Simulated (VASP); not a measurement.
# Cu in VASP: further runs

Cu is run at these levels: PBE; tasks: single point.

All numbers are computed with VASP 6.6.1; they aren't measurements. Logs are shortened: lines on timing, memory, paths and dates and some standing lists are left out, and cuts for length are marked.

**1. The cell of the first run**

The cell holds a slab with vacuum, 5 atoms: a = 2.567 Å, b = 2.567 Å, c = 23.259 Å, α = 90.00°, β = 90.00°, γ = 90.00°.

**2. Single point, PBE**

INCAR

```
  PREC = Accurate
  ENCUT = 520
  EDIFF = 1E-6
  ISMEAR = -1
  SIGMA = 0.1
  LREAL = False
  LASPH = True
  NELM = 80
  ALGO = Normal
  ISIF = 2
  LWAVE = False
  LCHARG = False
  LDIPOL = True
  IDIPOL = 3
  DIPOL = 0.5 0.5 0.500
  GGA = PE
  EFIELD = -0.2
  NBANDS = 36
```

KPOINTS

```
Automatic mesh
0
Gamma
  14 14 1
```

POSCAR

```
Cu
1.0
    2.5665139635      0.0000000000      0.0000000000
    0.0000000000      2.5665139635      0.0000000000
    0.0000000000      0.0000000000     23.2592000000
Cu
5
Direct
    0.0000000000      0.0000000000      0.3463542678
    0.5000000000      0.5000000000      0.4217372054
    0.0000000000      0.0000000000      0.4999999976
    0.5000000000      0.5000000000      0.5782627953
    0.0000000000      0.0000000000      0.6536457339
```

Potentials or basis: VASP PAW PBE potentials, release 64 (Cu).

On the command line:

```bash
cat potpaw_PBE.64/Cu/POTCAR > POTCAR
mpirun -np 1 vasp_std > vasp.out
```

OUTCAR:

```text
PREC = Accurate
   ENCUT = 520
   EDIFF = 1E-6
   ISMEAR = -1
   LREAL = False
   LASPH = True
   NELM = 80
   ISIF = 2
   GGA = PE

 ion  position               nearest neighbor table
   1  0.000  0.000  0.346-   2 2.52   2 2.52   2 2.52   2 2.52
   2  0.500  0.500  0.422-   1 2.52   1 2.52   1 2.52   1 2.52   3 2.57   3 2.57   3 2.57   3 2.57

   3  0.000  0.000  0.500-   2 2.57   2 2.57   2 2.57   2 2.57   4 2.57   4 2.57   4 2.57   4 2.57

   4  0.500  0.500  0.578-   5 2.52   5 2.52   5 2.52   5 2.52   3 2.57   3 2.57   3 2.57   3 2.57

   5  0.000  0.000  0.654-   4 2.52   4 2.52   4 2.52   4 2.52

  LATTYP: Found a simple tetragonal cell.
 ALAT       =     2.5665139635
 C/A-ratio  =     9.0625651490

  Lattice vectors:

 A1 = (   2.5665139635,   0.0000000000,   0.0000000000)
 A2 = (   0.0000000000,   2.5665139635,   0.0000000000)
 A3 = (   0.0000000000,   0.0000000000,  23.2592000000)

Analysis of symmetry for initial positions (statically):
=====================================================================
 Subroutine PRICEL returns:
 Original cell was already a primitive cell.

 Routine SETGRP: Setting up the symmetry group for a
 simple tetragonal supercell.

 Subroutine GETGRP returns: Found 16 space group operations
 (whereof 16 operations were pure point group operations)
 out of a pool of 16 trial point group operations.

The static configuration has the point symmetry D_4h.

Analysis of symmetry for dynamics (positions and initial velocities):
=====================================================================
 An external electric field (EFIELD) may reduce the allowed symmetry operations
 Subroutine PRICEL returns:
 Original cell was already a primitive cell.

 Routine SETGRP: Setting up the symmetry group for a
 simple tetragonal supercell.

 Subroutine GETGRP returns: Found  8 space group operations
 (whereof  8 operations were pure point group operations)
 out of a pool of 16 trial point group operations.

The dynamic configuration has the point symmetry C_4v.

 Subroutine INISYM returns: Found  8 space group operations
 (whereof  8 operations are pure point group operations),
 and found     1 'primitive' translations

----------------------------------------------------------------------------------------

                                     Primitive cell

  volume of cell :     153.2082

  direct lattice vectors                    reciprocal lattice vectors
     2.566513963  0.000000000  0.000000000     0.389633571  0.000000000  0.000000000
     0.000000000  2.566513963  0.000000000     0.000000000  0.389633571  0.000000000
     0.000000000  0.000000000 23.259200000     0.000000000  0.000000000  0.042993740

  length of vectors
     2.566513963  2.566513963 23.259200000     0.389633571  0.389633571  0.042993740

  position of ions in fractional coordinates (direct lattice)
     0.000000000  0.000000000  0.346354268
     0.500000000  0.500000000  0.421737205
     0.000000000  0.000000000  0.499999998
     0.500000000  0.500000000  0.578262795
     0.000000000  0.000000000  0.653645734

  ion indices of the primitive-cell ions
   primitive index   ion index
                 1           1
                 2           2
                 3           3
                 4           4
                 5           5

----------------------------------------------------------------------------------------

 KPOINTS: Automatic mesh

Automatic generation of k-mesh.
 Grid dimensions read from file:
 generate k-points for:   14   14    1

 Generating k-lattice:

  Cartesian coordinates                     Fractional coordinates (reciprocal lattice)
     0.027830969  0.000000000  0.000000000     0.071428571  0.000000000  0.000000000
     0.000000000  0.027830969  0.000000000     0.000000000  0.071428571  0.000000000
     0.000000000  0.000000000  0.042993740     0.000000000  0.000000000  1.000000000

  Length of vectors
     0.027830969  0.027830969  0.042993740

  Shift w.r.t. Gamma in fractional coordinates (k-lattice)
     0.000000000  0.000000000  0.000000000

 Subroutine IBZKPT returns following result:
 ===========================================

 Found     36 irreducible k-points:

 Following reciprocal coordinates:
            Coordinates               Weight
  0.000000  0.000000  0.000000      1.000000
  0.071429  0.000000  0.000000      4.000000
  0.142857  0.000000  0.000000      4.000000
  0.214286  0.000000  0.000000      4.000000
  0.285714  0.000000  0.000000      4.000000
  0.357143  0.000000  0.000000      4.000000
[... 16 lines left out ...]
  0.285714  0.214286  0.000000      8.000000
  0.357143  0.214286  0.000000      8.000000
 [... further k-points ...]
   k-points           NKPTS =     36   k-points in BZ     NKDIM =     36   number of bands    NBANDS=     36
   number of dos      NEDOS =    301   number of ions     NIONS =      5
   total plane-waves  NPLWV =  72000
   dimension x,y,z NGX =    20 NGY =   20 NGZ =  180
   dimension x,y,z NGXF=    40 NGYF=   40 NGZF=  360
   ions per type =               5
   NGX,Y,Z   is equivalent  to a cutoff of  12.95, 12.95, 12.87 a.u.
   NGXF,Y,Z  is equivalent  to a cutoff of  25.91, 25.91, 25.73 a.u.
 SYSTEM =  unknown system
   PREC   = accura    normal or accurate (medium, high low for compatibility)
   ISTART =      0    job   : 0-new  1-cont  2-samecut
   ICHARG =      2    charge: 1-file 2-atom 10-const
   ISPIN  =      1    spin polarized calculation?
   LNONCOLLINEAR =      F non collinear calculations
   LSORBIT =      F    spin-orbit coupling
   LASPH  =      T    aspherical Exc in radial PAW
   ENCUT  =  520.0 eV  38.22 Ry    6.18 a.u.   4.77  4.77 43.25*2*pi/ulx,y,z
   NELM   =     80;   NELMIN=  2; NELMDL= -5     # of ELM steps
   EDIFF  = 0.1E-05   stopping-criterion for ELM
   LREAL  =      F    real-space projection
   EDIFFG = 0.1E-04   stopping-criterion for IOM
   NSW    =      0    number of steps for IOM
   IBRION =     -1    ionic relax: 0-MD 1-quasi-New 2-CG
   NFREE  =      0    steps in history (QN), initial steepest desc. (CG)
   ISIF   =      2    stress and relaxation
   ISYM   =      2    0-nonsym 1-usesym 2-fastsym
   POTIM  = 0.5000    time-step for ionic-motion
   TEBEG  =    0.0;   TEEND  =   0.0 temperature during run
   PSTRESS=    0.0 pullay stress
   NELECT =      55.0000    total number of electrons
   NUPDOWN=      -1.0000    fix difference up-down
   EMIN   =  10.00;   EMAX   =-10.00  energy-range for DOS
   EFERMI =   0.00;   METHOD = LEGACY
   ISMEAR =    -1;   SIGMA  =   0.10  broadening in eV -4-tet -1-fermi 0-gaus
   EFERMI_NEDOS =   21; number of points for ismear=-14 and -15
   IALGO  =     38    algorithm
   IMIX   =      4    mixing-type and parameters
     AMIX     =   0.40;   BMIX     =  1.00
     AMIX_MAG =   1.60;   BMIX_MAG =  1.00
  volume/ion in A,a.u.               =      30.64       206.78
  Fermi-wavevector in a.u.,A,eV,Ry     =   1.163505  2.198706 18.418815  1.353745
  Thomas-Fermi vector in A             =   2.300054
   LORBIT       =      0    0 simple, 1 ext, 2 COOP (PROOUT), +10 PAW based schemes
   GGA     = PE    functional components
   LHFCALC =     F    Hartree Fock is set to
   AEXX    =    0.0000 exact exchange contribution
   IVDW    =     0    specifies the selected vdW correction
   LEPSILON=     F    determine dielectric tensor
   LRPA    =     F    only Hartree local field effects (RPA)
 non-spin polarized calculation
  energy-cutoff  :      520.00
  volume of cell :      153.21
 maximum number of plane-waves:      4174
 NGX is ok and might be reduce to    20
   NGX =  9   NGY =  9   NGZ = 87

 dipolmoment           0.000000      0.000000      0.006686 electrons x Angstroem

 number of electron      54.9999900 magnetization

 dipolmoment           0.000000      0.000000     -0.074477 electrons x Angstroem

 Free energy of the ion-electron system (eV)
  ---------------------------------------------------
  ext. energy  EPLUGINS =         0.00000000
  ---------------------------------------------------
  free energy    TOTEN  =       -17.48717462 eV

  energy without entropy =      -17.43076423  energy(sigma->0) =      -17.45896943

 E-fermi :   0.2378     XC(G=0):  -5.7377

 val. band max:        0.2294481424   @ k =   0.2857   0.0000   0.0000
 cond. band min:       0.2504709081   @ k =   0.4286   0.3571   0.0000
 fundamental gap:      0.0210227657
 Fermi energy:         0.2377749773

 k-point     1 :       0.0000    0.0000    0.0000
  band No.  band energies     occupation
      1      -8.6788      2.00000
      2      -7.5788      2.00000
      3      -5.8727      2.00000
      4      -4.6177      2.00000
      5      -4.5099      2.00000
      6      -4.0519      2.00000
[... 28 lines left out ...]
     35       7.1521      0.00000
     36       7.8737      0.00000

 k-point     2 :       0.0714    0.0000    0.0000
  band No.  band energies     occupation
      1      -8.5576      2.00000
      2      -7.4636      2.00000
      3      -5.7715      2.00000
      4      -4.5377      2.00000
      5      -4.4476      2.00000
      6      -4.0202      2.00000
[... 28 lines left out ...]
     35       7.2704      0.00000
     36       7.9694      0.00000

 k-point     3 :       0.1429    0.0000    0.0000
  band No.  band energies     occupation
      1      -8.1990      2.00000
      2      -7.1263      2.00000
      3      -5.4877      2.00000
      4      -4.3274      2.00000
      5      -4.2766      2.00000
      6      -3.9283      2.00000
[... 28 lines left out ...]
     35       7.6253      0.00000
     36       8.2531      0.00000
[... 742 lines left out ...]
 k-point    23 :       0.2857    0.2143    0.0000
  band No.  band energies     occupation
      1      -5.9500      2.00000
      2      -5.1083      2.00000
      3      -4.1220      2.00000
      4      -3.6915      2.00000
      5      -3.5639      2.00000
      6      -3.4044      2.00000
[... 28 lines left out ...]
     35       8.0283      0.00000
     36       8.1707      0.00000

 k-point    24 :       0.3571    0.2143    0.0000
  band No.  band energies     occupation
      1      -5.2264      2.00000
      2      -4.5924      2.00000
      3      -4.0358      2.00000
      4      -3.7170      2.00000
      5      -3.7073      2.00000
      6      -3.4732      2.00000
[... 28 lines left out ...]
     35       7.8951      0.00000
     36       8.9279      0.00000

 [... further k-points ...]

------------------------ aborting loop because EDIFF is reached ----------------------------------------

 vacuum level on the upper side and lower side of the slab       (xc-potential included)         1.074        -1.527

  FORCE on cell =-STRESS in cart. coord.  units (eV):
  Direction    XX          YY          ZZ          XY          YZ          ZX
  --------------------------------------------------------------------------------------
  -------------------------------------------------------------------------------------
  Total       -0.7593544     -0.7593544      0.1970289      0.0000000      0.0000000      0.0000000
  in kB       -7.9409615     -7.9409615      2.0604333      0.0000000      0.0000000      0.0000000
  external PRESSURE =      -4.6071632 kB  Pullay stress =       0.0000000 kB

 VOLUME and BASIS-vectors are now :
 -----------------------------------------------------------------------------
  energy-cutoff  :      520.00
  volume of cell :      153.21
      direct lattice vectors                 reciprocal lattice vectors
     2.566513963  0.000000000  0.000000000     0.389633571  0.000000000  0.000000000
     0.000000000  2.566513963  0.000000000     0.000000000  0.389633571  0.000000000
     0.000000000  0.000000000 23.259200000     0.000000000  0.000000000  0.042993740

 POSITION                                       TOTAL-FORCE (eV/Angst)
 -----------------------------------------------------------------------------------
      0.00000      0.00000      8.05592         0.000000      0.000000     -0.039331
      1.28326      1.28326      9.80927         0.000000     -0.000000      0.011605
      0.00000      0.00000     11.62960         0.000000      0.000000     -0.002087
      1.28326      1.28326     13.44993         0.000000     -0.000000     -0.006124
      0.00000      0.00000     15.20328        -0.000000      0.000000      0.035937
 -----------------------------------------------------------------------------------
    total drift:                               -0.000000     -0.000000     -0.000083

  FREE ENERGIE OF THE ION-ELECTRON SYSTEM (eV)
  ---------------------------------------------------
  free  energy   TOTEN  =       -17.4871746194 eV

  energy  without entropy=      -17.4307642331  energy(sigma->0) =      -17.45896943

 vacuum level on the upper side and lower side of the slab         5.932         3.300
```

Wall time 3.5 min (1 thread of AMD EPYC 9R45 (Zen 5), shared host); peak memory 0.3 GiB.

Results:

```
Free energy   : -17.4872 eV
Largest force : 0.039 eV/Å
```

Forces on the atoms (eV/Å):
```
Cu   0.000  0.000 -0.039
Cu   0.000  0.000  0.012
Cu   0.000  0.000 -0.002
Cu   0.000  0.000 -0.006
Cu   0.000  0.000  0.036
```

**3. Single point, PBE**

INCAR

```
PREC = Accurate ; ENCUT = 520
EDIFF = 1E-7 ; ISMEAR = -1
SIGMA = 0.1 ; LREAL = F
LASPH = T ; NELM = 60
ALGO = Normal ; ISIF = 2
LWAVE = F ; LCHARG = F
GGA = PE ; NBANDS = 36
```

KPOINTS is that of step 2.

POSCAR is that of step 2.

Potentials or basis: VASP PAW PBE potentials, release 64 (Cu).

On the command line:

```bash
cat potpaw_PBE.64/Cu/POTCAR > POTCAR
mpirun -np 1 vasp_std > vasp.out
```

Wall time 2.5 min (1 thread of Intel Xeon 6975P-C (Granite Rapids), shared host); peak memory 0.33 GiB.

Results (log left out):

```
Free energy   : -17.4797 eV
Largest force : 0.037 eV/Å
```

Forces in eV/Å, atoms in the order of the input:
```
Cu   0.000  0.000 -0.037
Cu   0.000  0.000  0.009
Cu   0.000  0.000  0.000
Cu   0.000  0.000 -0.009
Cu   0.000  0.000  0.037
```

Levels at points of the mesh, in eV from the Fermi level:
```csv
k point,band 25,band 26,band 27,band 28,band 29,band 30,band 31,band 32
"(0.00, 0.00, 0.00)",-1.66,-1.52,-1.51,-1.49,-1.49,-0.02,1.29,4.18
"(0.50, 0.00, 0.00)",-1.55,-0.58,-0.41,-0.28,-0.08,-0.07,3.07,3.47
"(0.50, 0.50, 0.00)",-1.15,2.16,2.16,3.79,3.79,6.06,6.06,7.17
```
